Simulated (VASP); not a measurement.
# CaO in VASP: a series of runs

CaO is run at these levels: PBE; tasks: single point.

Everything below comes from runs of VASP 6.6.1. Logs are shortened: lines on timing, memory, paths and dates and some standing lists are left out, and cuts for length are marked.

## (1) The cell of the first run

The structure is tetragonal, space group I4/mcm (No. 140). The conventional cell has a = 7.908 Å, b = 7.908 Å, c = 4.634 Å, α = 90.00°, β = 90.00°, γ = 90.00°. Within 3.1 Å of Ca (site symmetry m2m) lie 5 O at 2.32 Å. Within 3.1 Å of O (site symmetry m2m) lie 5 Ca at 2.32 Å.

The cell was built from a structure type or drawn by symmetry, and may not be a known phase.

## (2) Single point, PBE

File INCAR:

```
PREC = Accurate
ENCUT = 520
EDIFF = 1E-6
ISMEAR = 0
SIGMA = 0.1
LREAL = F
LASPH = T
NELM = 100
ALGO = Normal
ISIF = 2
LWAVE = F
LCHARG = F
GGA = PE
NBANDS = 42
```

File KPOINTS:

```
Automatic mesh
0
Gamma
  4 4 4
```

File POSCAR:

```
CaO
1.0
   -3.9542181900      3.9542181900      2.3170484700
    3.9542181900     -3.9542181900      2.3170484700
    3.9542181900      3.9542181900     -2.3170484700
Ca O
4 4
Direct
    0.8535209200      0.3535209200      0.2070418300
    0.1464790800      0.6464790800      0.7929581700
    0.3535209200      0.1464790800      0.5000000000
    0.6464790800      0.8535209200      0.5000000000
    0.8535209200      0.6464790800      0.5000000000
    0.1464790800      0.3535209200      0.5000000000
    0.3535209200      0.8535209200      0.2070418300
    0.6464790800      0.1464790800      0.7929581700
```

Potentials or basis: VASP PAW PBE potentials, release 64 (Ca_sv, O).

Command:

```sh
$ cat potpaw_PBE.64/Ca_sv/POTCAR potpaw_PBE.64/O/POTCAR > POTCAR
$ mpirun -np 1 vasp_std > vasp.out
```

OUTCAR:

```text
PREC = Accurate
   ENCUT = 520
   EDIFF = 1E-6
   ISMEAR = 0
   LREAL = F
   LASPH = T
   NELM = 100
   ISIF = 2
   GGA = PE

 ion  position               nearest neighbor table
   1  0.854  0.354  0.207-   8 2.32   6 2.32   5 2.32   7 2.32   7 2.32
   2  0.146  0.646  0.793-   7 2.32   6 2.32   5 2.32   8 2.32   8 2.32
   3  0.354  0.146  0.500-   6 2.32   7 2.32   8 2.32   5 2.32   5 2.32
   4  0.646  0.854  0.500-   5 2.32   7 2.32   8 2.32   6 2.32   6 2.32
   5  0.854  0.646  0.500-   4 2.32   2 2.32   1 2.32   3 2.32   3 2.32
   6  0.146  0.354  0.500-   3 2.32   2 2.32   1 2.32   4 2.32   4 2.32
   7  0.354  0.854  0.207-   2 2.32   3 2.32   4 2.32   1 2.32   1 2.32
   8  0.646  0.146  0.793-   1 2.32   3 2.32   4 2.32   2 2.32   2 2.32

  LATTYP: Found a body centered tetragonal cell.
 ALAT       =     7.9084363800
 C/A-ratio  =     0.5859687955

  Lattice vectors:

 A1 = (  -3.9542181900,   3.9542181900,   2.3170484700)
 A2 = (   3.9542181900,  -3.9542181900,   2.3170484700)
 A3 = (   3.9542181900,   3.9542181900,  -2.3170484700)

Analysis of symmetry for initial positions (statically):
=====================================================================
 Subroutine PRICEL returns:
 Original cell was already a primitive cell.

 Routine SETGRP: Setting up the symmetry group for a
 body centered tetragonal supercell.

 Subroutine GETGRP returns: Found 16 space group operations
 (whereof  8 operations were pure point group operations)
 out of a pool of 16 trial point group operations.

The static configuration has the point symmetry C_4h.
 The point group associated with its full space group is D_4h.

Analysis of symmetry for dynamics (positions and initial velocities):
=====================================================================
 Subroutine PRICEL returns:
 Original cell was already a primitive cell.

 Routine SETGRP: Setting up the symmetry group for a
 body centered tetragonal supercell.

 Subroutine GETGRP returns: Found 16 space group operations
 (whereof  8 operations were pure point group operations)
 out of a pool of 16 trial point group operations.

The dynamic configuration has the point symmetry C_4h.
 The point group associated with its full space group is D_4h.

 Subroutine INISYM returns: Found 16 space group operations
 (whereof  8 operations are pure point group operations),
 and found     1 'primitive' translations

----------------------------------------------------------------------------------------

                                     Primitive cell

  volume of cell :     144.9160

  direct lattice vectors                    reciprocal lattice vectors
    -3.954218190  3.954218190  2.317048470     0.000000000  0.126447246  0.215791774
     3.954218190 -3.954218190  2.317048470     0.126447246  0.000000000  0.215791774
     3.954218190  3.954218190 -2.317048470     0.126447246  0.126447246  0.000000000

  length of vectors
     6.053131140  6.053131140  6.053131140     0.250109967  0.250109967  0.178823410

  position of ions in fractional coordinates (direct lattice)
     0.853520920  0.353520920  0.207041830
     0.146479080  0.646479080  0.792958170
     0.353520920  0.146479080  0.500000000
     0.646479080  0.853520920  0.500000000
     0.853520920  0.646479080  0.500000000
     0.146479080  0.353520920  0.500000000
     0.353520920  0.853520920  0.207041830
     0.646479080  0.146479080  0.792958170

  ion indices of the primitive-cell ions
   primitive index   ion index
                 1           1
                 2           2
                 3           3
                 4           4
                 5           5
                 6           6
                 7           7
                 8           8

----------------------------------------------------------------------------------------

 KPOINTS: Automatic mesh

Automatic generation of k-mesh.
 Grid dimensions read from file:
 generate k-points for:    4    4    4

 Generating k-lattice:

  Cartesian coordinates                     Fractional coordinates (reciprocal lattice)
     0.000000000  0.031611811  0.053947944     0.250000000  0.000000000 -0.000000000
     0.031611811  0.000000000  0.053947944     0.000000000  0.250000000 -0.000000000
     0.031611811  0.031611811  0.000000000     0.000000000  0.000000000  0.250000000

  Length of vectors
     0.062527492  0.062527492  0.044705853

  Shift w.r.t. Gamma in fractional coordinates (k-lattice)
     0.000000000  0.000000000  0.000000000

 Subroutine IBZKPT returns following result:
 ===========================================

 Found     13 irreducible k-points:

 Following reciprocal coordinates:
            Coordinates               Weight
  0.000000  0.000000  0.000000      1.000000
  0.250000  0.000000  0.000000      8.000000
  0.500000  0.000000  0.000000      4.000000
  0.250000  0.250000  0.000000      8.000000
  0.500000  0.250000  0.000000     16.000000
 -0.250000  0.250000  0.000000      4.000000
  0.500000  0.500000  0.000000      2.000000
  0.250000  0.250000  0.250000      2.000000
 -0.250000  0.250000  0.250000      4.000000
  0.500000  0.500000  0.250000      4.000000
 -0.250000  0.500000  0.250000      8.000000
 -0.250000 -0.250000  0.250000      2.000000
  0.500000  0.500000  0.500000      1.000000
   k-points           NKPTS =     13   k-points in BZ     NKDIM =     13   number of bands    NBANDS=     42
   number of dos      NEDOS =    301   number of ions     NIONS =      8
   total plane-waves  NPLWV = 110592
   dimension x,y,z NGX =    48 NGY =   48 NGZ =   48
   dimension x,y,z NGXF=    96 NGYF=   96 NGZF=   96
   ions per type =               4   4
   NGX,Y,Z   is equivalent  to a cutoff of  13.18, 13.18, 13.18 a.u.
   NGXF,Y,Z  is equivalent  to a cutoff of  26.37, 26.37, 26.37 a.u.
 SYSTEM =  unknown system
   PREC   = accura    normal or accurate (medium, high low for compatibility)
   ISTART =      0    job   : 0-new  1-cont  2-samecut
   ICHARG =      2    charge: 1-file 2-atom 10-const
   ISPIN  =      1    spin polarized calculation?
   LNONCOLLINEAR =      F non collinear calculations
   LSORBIT =      F    spin-orbit coupling
   LASPH  =      T    aspherical Exc in radial PAW
   ENCUT  =  520.0 eV  38.22 Ry    6.18 a.u.  11.25 11.25 11.25*2*pi/ulx,y,z
   NELM   =    100;   NELMIN=  2; NELMDL= -5     # of ELM steps
   EDIFF  = 0.1E-05   stopping-criterion for ELM
   LREAL  =      F    real-space projection
   EDIFFG = 0.1E-04   stopping-criterion for IOM
   NSW    =      0    number of steps for IOM
   IBRION =     -1    ionic relax: 0-MD 1-quasi-New 2-CG
   NFREE  =      0    steps in history (QN), initial steepest desc. (CG)
   ISIF   =      2    stress and relaxation
   ISYM   =      2    0-nonsym 1-usesym 2-fastsym
   POTIM  = 0.5000    time-step for ionic-motion
   TEBEG  =    0.0;   TEEND  =   0.0 temperature during run
   PSTRESS=    0.0 pullay stress
   NELECT =      64.0000    total number of electrons
   NUPDOWN=      -1.0000    fix difference up-down
   EMIN   =  10.00;   EMAX   =-10.00  energy-range for DOS
   EFERMI =   0.00;   METHOD = LEGACY
   ISMEAR =     0;   SIGMA  =   0.10  broadening in eV -4-tet -1-fermi 0-gaus
   EFERMI_NEDOS =   21; number of points for ismear=-14 and -15
   IALGO  =     38    algorithm
   IMIX   =      4    mixing-type and parameters
     AMIX     =   0.40;   BMIX     =  1.00
     AMIX_MAG =   1.60;   BMIX_MAG =  1.00
  volume/ion in A,a.u.               =      18.11       122.24
  Fermi-wavevector in a.u.,A,eV,Ry     =   1.246702  2.355925 21.147075  1.554266
  Thomas-Fermi vector in A             =   2.380868
   LORBIT       =      0    0 simple, 1 ext, 2 COOP (PROOUT), +10 PAW based schemes
   GGA     = PE    functional components
   LHFCALC =     F    Hartree Fock is set to
   AEXX    =    0.0000 exact exchange contribution
   IVDW    =     0    specifies the selected vdW correction
   LEPSILON=     F    determine dielectric tensor
   LRPA    =     F    only Hartree local field effects (RPA)
 non-spin polarized calculation
 Gauss-broadening in eV      SIGMA  =   0.10
  energy-cutoff  :      520.00
  volume of cell :      144.92
 maximum number of plane-waves:      3932
 NGX is ok and might be reduce to    48
   NGX = 23   NGY = 23   NGZ = 23

 number of electron      64.0000013 magnetization

 Free energy of the ion-electron system (eV)
  ---------------------------------------------------
  ext. energy  EPLUGINS =         0.00000000
  ---------------------------------------------------
  free energy    TOTEN  =       -50.13490919 eV

  energy without entropy =      -50.13490919  energy(sigma->0) =      -50.13490919

 E-fermi :   1.4960     XC(G=0):  -8.6864

 val. band max:        0.9483783472   @ k =   0.0000   0.0000   0.0000
 cond. band min:       3.3073373043   @ k =   0.0000   0.0000   0.0000
 fundamental gap:      2.3589589571
 Fermi energy:         1.4959826632

 k-point     1 :       0.0000    0.0000    0.0000
  band No.  band energies     occupation
      1     -36.7316      2.00000
      2     -36.6214      2.00000
      3     -36.5990      2.00000
      4     -36.5990      2.00000
      5     -18.2666      2.00000
      6     -18.1247      2.00000
[... 34 lines left out ...]
     41       8.7018      0.00000
     42       8.7109      0.00000

 k-point     2 :       0.2500    0.0000    0.0000
  band No.  band energies     occupation
      1     -36.7041      2.00000
      2     -36.6307      2.00000
      3     -36.6089      2.00000
      4     -36.6041      2.00000
      5     -18.5238      2.00000
      6     -18.3979      2.00000
[... 34 lines left out ...]
     41       8.2984      0.00000
     42       8.4164      0.00000

 k-point     3 :       0.5000    0.0000    0.0000
  band No.  band energies     occupation
      1     -36.6494      2.00000
      2     -36.6494      2.00000
      3     -36.6229      2.00000
      4     -36.6229      2.00000
      5     -18.6149      2.00000
      6     -18.6149      2.00000
[... 402 lines left out ...]
      4     -36.6230      2.00000
      5     -18.7335      2.00000
      6     -18.4656      2.00000
[... 34 lines left out ...]
     41       8.2705      0.00000
     42       8.6366      0.00000

 k-point    13 :       0.5000    0.5000    0.5000
  band No.  band energies     occupation
      1     -36.6738      2.00000
      2     -36.6507      2.00000
      3     -36.6507      2.00000
      4     -36.5766      2.00000
      5     -18.3369      2.00000
      6     -18.0835      2.00000
[... 34 lines left out ...]
     41       8.0207      0.00000
     42       8.4414      0.00000

------------------------ aborting loop because EDIFF is reached ----------------------------------------

  FORCE on cell =-STRESS in cart. coord.  units (eV):
  Direction    XX          YY          ZZ          XY          YZ          ZX
  --------------------------------------------------------------------------------------
  -------------------------------------------------------------------------------------
  Total        2.3526990      2.3526990      6.3885299      0.0000000      0.0000000     -0.0000000
  in kB       26.0112113     26.0112113     70.6309662      0.0000000      0.0000000     -0.0000000
  external PRESSURE =      40.8844629 kB  Pullay stress =       0.0000000 kB

 VOLUME and BASIS-vectors are now :
 -----------------------------------------------------------------------------
  energy-cutoff  :      520.00
  volume of cell :      144.92
      direct lattice vectors                 reciprocal lattice vectors
    -3.954218190  3.954218190  2.317048470     0.000000000  0.126447246  0.215791774
     3.954218190 -3.954218190  2.317048470     0.126447246  0.000000000  0.215791774
     3.954218190  3.954218190 -2.317048470     0.126447246  0.126447246  0.000000000

 POSITION                                       TOTAL-FORCE (eV/Angst)
 -----------------------------------------------------------------------------------
     -1.15842      2.79580      2.31705        -0.205278     -0.205278     -0.000000
      5.11264      1.15842     -0.00000         0.205278      0.205278      0.000000
      1.15842      2.79580      0.00000         0.205278     -0.205278     -0.000000
      2.79580      1.15842      2.31705        -0.205278      0.205278     -0.000000
      1.15842      2.79580      2.31705         0.045146     -0.045146     -0.000000
      2.79580      1.15842      0.00000        -0.045146      0.045146     -0.000000
      2.79580     -1.15842      2.31705        -0.045146     -0.045146     -0.000000
      1.15842      5.11264     -0.00000         0.045146      0.045146      0.000000
 -----------------------------------------------------------------------------------
    total drift:                               -0.000068      0.000003      0.000042

  FREE ENERGIE OF THE ION-ELECTRON SYSTEM (eV)
  ---------------------------------------------------
  free  energy   TOTEN  =       -50.1349091857 eV

  energy  without entropy=      -50.1349091857  energy(sigma->0) =      -50.13490919
```

Wall time 63 s (1 thread of Intel Xeon 6975P-C (Granite Rapids), shared host); peak memory 0.34 GiB.

What came out:

```yaml
Free_energy: -50.1349 eV
Pressure: 4.1 GPa
Largest_force: 0.290 eV/Å
Band_gap_on_the_k_mesh: 2.36 eV
```

Forces on the atoms (eV/Å):
```
Ca  -0.205 -0.205  0.000
Ca   0.205  0.205  0.000
Ca   0.205 -0.205  0.000
Ca  -0.205  0.205  0.000
O    0.045 -0.045  0.000
O   -0.045  0.045  0.000
O   -0.045 -0.045  0.000
O    0.045  0.045  0.000
```

Stress tensor (GPa, compression positive):
```
2.60 0.00 0.00
0.00 2.60 0.00
0.00 0.00 7.06
```

Caveat: the cell stands under pressure.

[end of part 1 of 2]
